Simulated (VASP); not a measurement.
# TiAl (Pm-3m) in VASP: notebook

Aim: see how the results for TiAl move with the level of theory and the settings. Levels: revPBE+D3(BJ), RPBE+D4. Tasks: single point.

All numbers are computed with VASP 6.6.1; they aren't measurements. Logs are shortened: lines on timing, memory, paths and dates and some standing lists are left out, and cuts for length are marked.

**1. The cell of the first run**

Symmetry: Pm-3m, No. 221, cubic system. Conventional cell: a = 3.116 Å, b = 3.116 Å, c = 3.116 Å, α = 90.00°, β = 90.00°, γ = 90.00°. Within 3.6 Å of Ti (site symmetry m-3m) lie 8 Al at 2.70 Å and 6 Ti at 3.12 Å. Al (site symmetry m-3m) has 8 Ti at 2.70 Å and 6 Al at 3.12 Å within 3.6 Å.

**2. Single point, revPBE+D3(BJ)**

INCAR reads:

```
SYSTEM = TiAl
PREC = Accurate
ENCUT = 520
EDIFF = 1E-6
ISMEAR = -1
SIGMA = 0.05
LREAL = .FALSE.
LASPH = .TRUE.
NELM = 80
ALGO = Normal
ISIF = 2
LWAVE = .FALSE.
LCHARG = .TRUE.
GGA = RE
IVDW = 12
LELF = .TRUE.
LVHAR = .TRUE.
NBANDS = 14
```

KPOINTS reads:

```
regular mesh
0
G
  8 8 8
  0 0 0
```

POSCAR reads:

```
TiAl
1.0
    3.1161666452      0.0000000000      0.0000000000
    0.0000000000      3.1161666452      0.0000000000
    0.0000000000      0.0000000000      3.1161666452
Ti Al
1 1
Direct
    0.0000000000      0.0000000000      0.0000000000
    0.5000000000      0.5000000000      0.5000000000
```

Potentials or basis: VASP PAW PBE potentials, release 64 (Ti_sv, Al).

Run with:

```console
$ cat potpaw_PBE.64/Ti_sv/POTCAR potpaw_PBE.64/Al/POTCAR > POTCAR
$ mpirun -np 1 vasp_std > vasp.out
```

OUTCAR:

```text
SYSTEM = TiAl
   PREC = Accurate
   ENCUT = 520
   EDIFF = 1E-6
   ISMEAR = -1
   LREAL = .FALSE.
   LASPH = .TRUE.
   NELM = 80
   ISIF = 2
   GGA = RE
   IVDW = 12
 IVDW          = 12

 ion  position               nearest neighbor table
   1  0.000  0.000  0.000-   2 2.70   2 2.70   2 2.70   2 2.70   2 2.70   2 2.70   2 2.70   2 2.70

   2  0.500  0.500  0.500-   1 2.70   1 2.70   1 2.70   1 2.70   1 2.70   1 2.70   1 2.70   1 2.70

  LATTYP: Found a simple cubic cell.
 ALAT       =     3.1161666452

  Lattice vectors:

 A1 = (   3.1161666452,   0.0000000000,   0.0000000000)
 A2 = (   0.0000000000,   3.1161666452,   0.0000000000)
 A3 = (   0.0000000000,   0.0000000000,   3.1161666452)

Analysis of symmetry for initial positions (statically):
=====================================================================
 Subroutine PRICEL returns:
 Original cell was already a primitive cell.

 Routine SETGRP: Setting up the symmetry group for a
 simple cubic supercell.

 Subroutine GETGRP returns: Found 48 space group operations
 (whereof 48 operations were pure point group operations)
 out of a pool of 48 trial point group operations.

The static configuration has the point symmetry O_h .

Analysis of symmetry for dynamics (positions and initial velocities):
=====================================================================
 Subroutine PRICEL returns:
 Original cell was already a primitive cell.

 Routine SETGRP: Setting up the symmetry group for a
 simple cubic supercell.

 Subroutine GETGRP returns: Found 48 space group operations
 (whereof 48 operations were pure point group operations)
 out of a pool of 48 trial point group operations.

The dynamic configuration has the point symmetry O_h .

 Subroutine INISYM returns: Found 48 space group operations
 (whereof 48 operations are pure point group operations),
 and found     1 'primitive' translations

----------------------------------------------------------------------------------------

                                     Primitive cell

  volume of cell :      30.2595

  direct lattice vectors                    reciprocal lattice vectors
     3.116166645  0.000000000  0.000000000     0.320907100  0.000000000  0.000000000
     0.000000000  3.116166645  0.000000000     0.000000000  0.320907100  0.000000000
     0.000000000  0.000000000  3.116166645     0.000000000  0.000000000  0.320907100

  length of vectors
     3.116166645  3.116166645  3.116166645     0.320907100  0.320907100  0.320907100

  position of ions in fractional coordinates (direct lattice)
     0.000000000  0.000000000  0.000000000
     0.500000000  0.500000000  0.500000000

  ion indices of the primitive-cell ions
   primitive index   ion index
                 1           1
                 2           2

----------------------------------------------------------------------------------------

 KPOINTS: regular mesh

Automatic generation of k-mesh.
 Grid dimensions read from file:
 generate k-points for:    8    8    8

 Generating k-lattice:

  Cartesian coordinates                     Fractional coordinates (reciprocal lattice)
     0.040113387  0.000000000  0.000000000     0.125000000  0.000000000  0.000000000
     0.000000000  0.040113387  0.000000000     0.000000000  0.125000000  0.000000000
     0.000000000  0.000000000  0.040113387     0.000000000  0.000000000  0.125000000

  Length of vectors
     0.040113387  0.040113387  0.040113387

  Shift w.r.t. Gamma in fractional coordinates (k-lattice)
     0.000000000  0.000000000  0.000000000

 Subroutine IBZKPT returns following result:
 ===========================================

 Found     35 irreducible k-points:

 Following reciprocal coordinates:
            Coordinates               Weight
  0.000000  0.000000  0.000000      1.000000
  0.125000  0.000000  0.000000      6.000000
  0.250000  0.000000  0.000000      6.000000
  0.375000  0.000000  0.000000      6.000000
  0.500000  0.000000  0.000000      3.000000
  0.125000  0.125000  0.000000     12.000000
[... 16 lines left out ...]
  0.375000  0.375000  0.125000     24.000000
  0.500000  0.375000  0.125000     24.000000
 [... further k-points ...]
   k-points           NKPTS =     35   k-points in BZ     NKDIM =     35   number of bands    NBANDS=     14
   number of dos      NEDOS =    301   number of ions     NIONS =      2
   total plane-waves  NPLWV =  13824
   dimension x,y,z NGX =    24 NGY =   24 NGZ =   24
   dimension x,y,z NGXF=    48 NGYF=   48 NGZF=   48
   ions per type =               1   1
   NGX,Y,Z   is equivalent  to a cutoff of  12.80, 12.80, 12.80 a.u.
   NGXF,Y,Z  is equivalent  to a cutoff of  25.61, 25.61, 25.61 a.u.
 SYSTEM =  TiAl
   PREC   = accura    normal or accurate (medium, high low for compatibility)
   ISTART =      0    job   : 0-new  1-cont  2-samecut
   ICHARG =      2    charge: 1-file 2-atom 10-const
   ISPIN  =      1    spin polarized calculation?
   LNONCOLLINEAR =      F non collinear calculations
   LSORBIT =      F    spin-orbit coupling
   LASPH  =      T    aspherical Exc in radial PAW
   ENCUT  =  520.0 eV  38.22 Ry    6.18 a.u.   5.79  5.79  5.79*2*pi/ulx,y,z
   NELM   =     80;   NELMIN=  2; NELMDL= -5     # of ELM steps
   EDIFF  = 0.1E-05   stopping-criterion for ELM
   LREAL  =      F    real-space projection
   EDIFFG = 0.1E-04   stopping-criterion for IOM
   NSW    =      0    number of steps for IOM
   IBRION =     -1    ionic relax: 0-MD 1-quasi-New 2-CG
   NFREE  =      0    steps in history (QN), initial steepest desc. (CG)
   ISIF   =      2    stress and relaxation
   ISYM   =      2    0-nonsym 1-usesym 2-fastsym
   POTIM  = 0.5000    time-step for ionic-motion
   TEBEG  =    0.0;   TEEND  =   0.0 temperature during run
   PSTRESS=    0.0 pullay stress
   NELECT =      15.0000    total number of electrons
   NUPDOWN=      -1.0000    fix difference up-down
   EMIN   =  10.00;   EMAX   =-10.00  energy-range for DOS
   EFERMI =   0.00;   METHOD = LEGACY
   ISMEAR =    -1;   SIGMA  =   0.05  broadening in eV -4-tet -1-fermi 0-gaus
   EFERMI_NEDOS =   21; number of points for ismear=-14 and -15
   IALGO  =     38    algorithm
   IMIX   =      4    mixing-type and parameters
     AMIX     =   0.40;   BMIX     =  1.00
     AMIX_MAG =   1.60;   BMIX_MAG =  1.00
  volume/ion in A,a.u.               =      15.13       102.10
  Fermi-wavevector in a.u.,A,eV,Ry     =   1.295641  2.448406 22.839893  1.678685
  Thomas-Fermi vector in A             =   2.427148
   LORBIT       =      0    0 simple, 1 ext, 2 COOP (PROOUT), +10 PAW based schemes
   GGA     = RE    functional components
   LHFCALC =     F    Hartree Fock is set to
   AEXX    =    0.0000 exact exchange contribution
   IVDW    =    12    specifies the selected vdW correction
   LEPSILON=     F    determine dielectric tensor
   LRPA    =     F    only Hartree local field effects (RPA)
 non-spin polarized calculation
  energy-cutoff  :      520.00
  volume of cell :       30.26
 maximum number of plane-waves:       840
 NGX is ok and might be reduce to    24
   NGX = 11   NGY = 11   NGZ = 11

 number of electron      14.9999998 magnetization

 Free energy of the ion-electron system (eV)
  ---------------------------------------------------
  ext. energy  EPLUGINS =         0.00000000
  ---------------------------------------------------
  free energy    TOTEN  =       -11.51285378 eV

  energy without entropy =      -11.49206542  energy(sigma->0) =      -11.50245960

 E-fermi :   9.5079     XC(G=0): -11.2836

 val. band max:        9.4740881311   @ k =   0.3750   0.1250   0.1250
 cond. band min:       9.5210326212   @ k =   0.5000   0.3750   0.2500
 fundamental gap:      0.0469444901
 Fermi energy:         9.5079070832

 k-point     1 :       0.0000    0.0000    0.0000
  band No.  band energies     occupation
      1     -47.3696      2.00000
      2     -23.5150      2.00000
      3     -23.5150      2.00000
      4     -23.5150      2.00000
      5      -0.0442      2.00000
      6       7.9114      2.00000
      7       7.9114      2.00000
      8      11.4655      0.00000
      9      11.4655      0.00000
     10      11.4655      0.00000
     11      14.2316      0.00000
     12      14.2316      0.00000
     13      14.2316      0.00000
     14      18.6087      0.00000

 k-point     2 :       0.1250    0.0000    0.0000
  band No.  band energies     occupation
      1     -47.3668      2.00000
      2     -23.5465      2.00000
      3     -23.5123      2.00000
      4     -23.5123      2.00000
      5       0.2173      2.00000
      6       7.7701      2.00000
      7       8.0311      2.00000
      8      11.0558      0.00000
      9      11.0558      0.00000
     10      11.4974      0.00000
     11      13.3555      0.00000
     12      14.8265      0.00000
     13      14.8265      0.00000
     14      18.2376      0.00000

 k-point     3 :       0.2500    0.0000    0.0000
  band No.  band energies     occupation
      1     -47.3600      2.00000
      2     -23.6219      2.00000
      3     -23.5056      2.00000
      4     -23.5056      2.00000
      5       0.9772      2.00000
      6       7.0145      2.00000
      7       8.3476      2.00000
      8      10.3714      0.00000
      9      10.3714      0.00000
     10      11.5759      0.00000
     11      12.5082      0.00000
     12      16.0915      0.00000
     13      16.0915      0.00000
     14      17.3352      0.00000
[... 324 lines left out ...]
 k-point    23 :       0.3750    0.3750    0.1250
  band No.  band energies     occupation
      1     -47.3346      2.00000
      2     -23.6691      2.00000
      3     -23.6658      2.00000
      4     -23.5117      2.00000
      5       3.8558      2.00000
      6       6.7414      2.00000
      7       7.2973      2.00000
      8       9.1679      1.99778
      9      10.2801      0.00000
     10      10.5000      0.00000
     11      12.7266      0.00000
     12      14.4432      0.00000
     13      15.8386      0.00000
     14      17.1514      0.00000

 k-point    24 :       0.5000    0.3750    0.1250
  band No.  band energies     occupation
      1     -47.3319      2.00000
      2     -23.6963      2.00000
      3     -23.6631      2.00000
      4     -23.5088      2.00000
      5       4.3197      2.00000
      6       6.3981      2.00000
      7       7.4651      2.00000
      8       8.8865      1.99999
      9      10.4748      0.00000
     10      10.4906      0.00000
     11      12.5840      0.00000
     12      14.6807      0.00000
     13      14.9831      0.00000
     14      17.3643      0.00000

 [... further k-points ...]

------------------------ aborting loop because EDIFF is reached ----------------------------------------

 Edisp (eV)   -1.94316

 E8    (eV) :    -1.3966

  FORCE on cell =-STRESS in cart. coord.  units (eV):
  Direction    XX          YY          ZZ          XY          YZ          ZX
  --------------------------------------------------------------------------------------
  -------------------------------------------------------------------------------------
  Total      -0.02507    -0.02507    -0.02507     0.00000    -0.00000     0.00000
  in kB      -1.32761    -1.32761    -1.32761     0.00000    -0.00000     0.00000
  external pressure =       -1.33 kB  Pullay stress =        0.00 kB

 VOLUME and BASIS-vectors are now :
 -----------------------------------------------------------------------------
  energy-cutoff  :      520.00
  volume of cell :       30.26
      direct lattice vectors                 reciprocal lattice vectors
     3.116166645  0.000000000  0.000000000     0.320907100  0.000000000  0.000000000
     0.000000000  3.116166645  0.000000000     0.000000000  0.320907100  0.000000000
     0.000000000  0.000000000  3.116166645     0.000000000  0.000000000  0.320907100

 POSITION                                       TOTAL-FORCE (eV/Angst)
 -----------------------------------------------------------------------------------
      0.00000      0.00000      0.00000         0.000000      0.000000      0.000000
      1.55808      1.55808      1.55808         0.000000      0.000000      0.000000
 -----------------------------------------------------------------------------------
    total drift:                                0.000000      0.000000      0.000000

  FREE ENERGIE OF THE ION-ELECTRON SYSTEM (eV)
  ---------------------------------------------------
  free  energy   TOTEN  =       -13.4560100310 eV

  energy  without entropy=      -13.4352216741  energy(sigma->0) =      -13.44561585
```

Run time: 26 s. Hardware: 1 thread of AMD EPYC 7R13, shared host; peak memory 0.12 GiB.

Results:

```
Free energy                : -13.4560 eV
Pressure                   : -0.1 GPa
Dispersion energy per atom : -0.972 eV
```

Caveat: the PAW data sets were made with another functional, which shifts forces and pressure a little; pairwise dispersion overbinds metals, which lowers pressure and volume.

**3. Single point, RPBE+D4**

This run uses another cell than the first one, of 15.82 Å³/atom, 1.046 times its volume.

INCAR reads:

```
ALGO = Fast
EDIFF = 1E-6
ENCUT = 520
GGA = RP
ISIF = 2
ISMEAR = -1
IVDW = 13
LASPH = T
LCHARG = F
LREAL = F
LWAVE = F
NBANDS = 14
NELM = 100
PREC = Accurate
SIGMA = 0.05
```

KPOINTS reads:

```
k-points
0
Gamma
  8 8 8
```

POSCAR reads:

```
TiAl
1.0
    3.1629244247      0.0000000000      0.0000000000
    0.0000000000      3.1629244247      0.0000000000
    0.0000000000      0.0000000000      3.1629244247
Ti Al
1 1
Direct
    0.0000000000      0.0000000000      0.0000000000
    0.5000000000      0.5000000000      0.5000000000
```

Potentials or basis: VASP PAW PBE potentials, release 64 (Ti_sv, Al).

Run with:

```console
$ cat potpaw_PBE.64/Ti_sv/POTCAR potpaw_PBE.64/Al/POTCAR > POTCAR
$ mpirun -np 1 vasp_std > vasp.out
```

OUTCAR:

```text
EDIFF = 1E-6
   ENCUT = 520
   GGA = RP
   ISIF = 2
   ISMEAR = -1
   IVDW = 13
   LASPH = T
   LREAL = F
   NELM = 100
   PREC = Accurate

 ion  position               nearest neighbor table
   1  0.000  0.000  0.000-   2 2.74   2 2.74   2 2.74   2 2.74   2 2.74   2 2.74   2 2.74   2 2.74

   2  0.500  0.500  0.500-   1 2.74   1 2.74   1 2.74   1 2.74   1 2.74   1 2.74   1 2.74   1 2.74

  LATTYP: Found a simple cubic cell.
 ALAT       =     3.1629244247

  Lattice vectors:

 A1 = (   3.1629244247,   0.0000000000,   0.0000000000)
 A2 = (   0.0000000000,   3.1629244247,   0.0000000000)
 A3 = (   0.0000000000,   0.0000000000,   3.1629244247)

Analysis of symmetry for initial positions (statically):
=====================================================================
 Subroutine PRICEL returns:
 Original cell was already a primitive cell.

 Routine SETGRP: Setting up the symmetry group for a
 simple cubic supercell.

 Subroutine GETGRP returns: Found 48 space group operations
 (whereof 48 operations were pure point group operations)
 out of a pool of 48 trial point group operations.

The static configuration has the point symmetry O_h .
[... 177 lines left out ...]
      7       7.5604      2.00000
      8      10.9064      0.00000
      9      10.9064      0.00000
     10      10.9064      0.00000
     11      13.5466      0.00000
     12      13.5466      0.00000
     13      13.5466      0.00000
     14      17.8752      0.00000
[... 377 lines left out ...]
      1     -47.9311      2.00000
      2     -24.2456      2.00000
      3     -24.2175      2.00000
      4     -24.0867      2.00000
      5       3.9649      2.00000
      6       5.9910      2.00000
      7       7.0544      2.00000
      8       8.4500      1.99999
      9       9.9687      0.00000
     10       9.9904      0.00000
     11      11.9434      0.00000
     12      13.8737      0.00000
     13      14.2364      0.00000
     14      16.5806      0.00000

 [... further k-points ...]

------------------------ aborting loop because EDIFF is reached ----------------------------------------

  DFT-D4 for vdW energy calculation

  Edisp (eV):   -1.08631

  FORCE on cell =-STRESS in cart. coord.  units (eV):
  Direction    XX          YY          ZZ          XY          YZ          ZX
  --------------------------------------------------------------------------------------
  -------------------------------------------------------------------------------------
  Total      -0.03193    -0.03193    -0.03193     0.00000    -0.00000     0.00000
  in kB      -1.61652    -1.61652    -1.61652     0.00000    -0.00000     0.00000
  external pressure =       -1.62 kB  Pullay stress =        0.00 kB

 VOLUME and BASIS-vectors are now :
 -----------------------------------------------------------------------------
  energy-cutoff  :      520.00
  volume of cell :       31.64
      direct lattice vectors                 reciprocal lattice vectors
     3.162924425  0.000000000  0.000000000     0.316163103  0.000000000  0.000000000
     0.000000000  3.162924425  0.000000000     0.000000000  0.316163103  0.000000000
     0.000000000  0.000000000  3.162924425     0.000000000  0.000000000  0.316163103

 POSITION                                       TOTAL-FORCE (eV/Angst)
 -----------------------------------------------------------------------------------
      0.00000      0.00000      0.00000         0.000000      0.000000      0.000000
      1.58146      1.58146      1.58146         0.000000      0.000000      0.000000
 -----------------------------------------------------------------------------------
    total drift:                               -0.000000      0.000000      0.000000

  FREE ENERGIE OF THE ION-ELECTRON SYSTEM (eV)
  ---------------------------------------------------
  free  energy   TOTEN  =       -12.5294572243 eV

  energy  without entropy=      -12.5074847626  energy(sigma->0) =      -12.51847099
```

OSZICAR:

```text
N       E                     dE             d eps       ncg     rms          rms(c)
DAV:   1     0.998488399906E+02    0.99849E+02   -0.70262E+03   992   0.108E+03
DAV:   2    -0.747553676425E+01   -0.10732E+03   -0.10355E+03   992   0.301E+02
DAV:   3    -0.128603760906E+02   -0.53848E+01   -0.51878E+01  1494   0.648E+01
[... 15 lines left out ...]
RMM:  19    -0.114431377902E+02   -0.33449E-05   -0.35304E-05  1022   0.222E-02    0.146E-03
RMM:  20    -0.114431413053E+02   -0.35151E-05   -0.35925E-05   853   0.156E-02    0.156E-03
RMM:  21    -0.114431431906E+02   -0.18854E-05   -0.16566E-05   896   0.136E-02    0.208E-03
RMM:  22    -0.114431448235E+02   -0.16329E-05   -0.18086E-05   708   0.981E-03    0.212E-04
RMM:  23    -0.114431457045E+02   -0.88100E-06   -0.88758E-06   655   0.818E-03
   1 F= -.12529457E+02 E0= -.12518471E+02  d E =-.219725E-01
```

Run time: 52 s. Hardware: 1 thread of AMD EPYC 7R13, shared host; peak memory 0.11 GiB.

Results:

```
Free energy                : -12.5295 eV
Pressure                   : -0.2 GPa
Dispersion energy per atom : -0.543 eV
```

Levels at points of the mesh, in eV from the Fermi level:
| k point | band 5 | band 6 | band 7 | band 8 | band 9 | band 10 |
| --- | --- | --- | --- | --- | --- | --- |
| (0.00, 0.00, 0.00) | -9.36 | -1.49 | -1.49 | 1.86 | 1.86 | 1.86 |
| (0.50, 0.00, 0.00) | -6.07 | -5.26 | -0.57 | 0.17 | 0.17 | 2.06 |
| (0.50, 0.50, 0.00) | -5.04 | -2.14 | -2.14 | -1.50 | 0.73 | 0.73 |
| (0.50, 0.50, 0.50) | -3.14 | -3.14 | -3.14 | 0.79 | 2.84 | 2.84 |

Caveat: the PAW data sets were made with another functional, which shifts forces and pressure a little; pairwise dispersion overbinds metals, which lowers pressure and volume.
